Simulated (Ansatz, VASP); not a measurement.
# Si: VASP beside Ansatz

```xyz
4
Lattice="3.8129 0.0000 0.0000 -1.9064 3.3021 0.0000 0.0000 0.0000 6.3099" Properties=species:S:1:pos:R:3 pbc="T T T"
Si    0.0000    2.2044    0.4012
Si    1.9063    1.1046    3.5561
Si   -0.0002    2.2053    2.7604
Si    1.9065    1.1037    5.9152
```

Alike in both runs: functional r2SCAN; k mesh 6 × 6 × 4; no spin polarisation.

Ansatz relaxed the structure, and its values are those at the end. VASP's run is a single point on that final structure, the one shown.

|  | VASP | Ansatz |
| --- | --- | --- |
| version | VASP 6.6.1 | Ansatz 0.2.0 |
| potentials or method | VASP PAW PBE potentials, release 64 (Si) | PAW with Ansatz's default frozen-core files, scalar-relativistic |
| plane-wave cutoff (eV) | 520 | 500 |
| occupations | gaussian, width 0.01 eV | fixed |
| valence electrons in the cell | 16 | 16 |

VASP gave:

| Quantity | Value |
| --- | --- |
| pressure (GPa) | 1.3 |

Q: Estimate Ansatz's values.

A: Pressure (GPa): 1.6.

VASP's potentials were made for PBE, not for r2SCAN. Ansatz's warnings: displaced walk ended near start symmetry, relaxation start displaced, stress scf threshold loose.
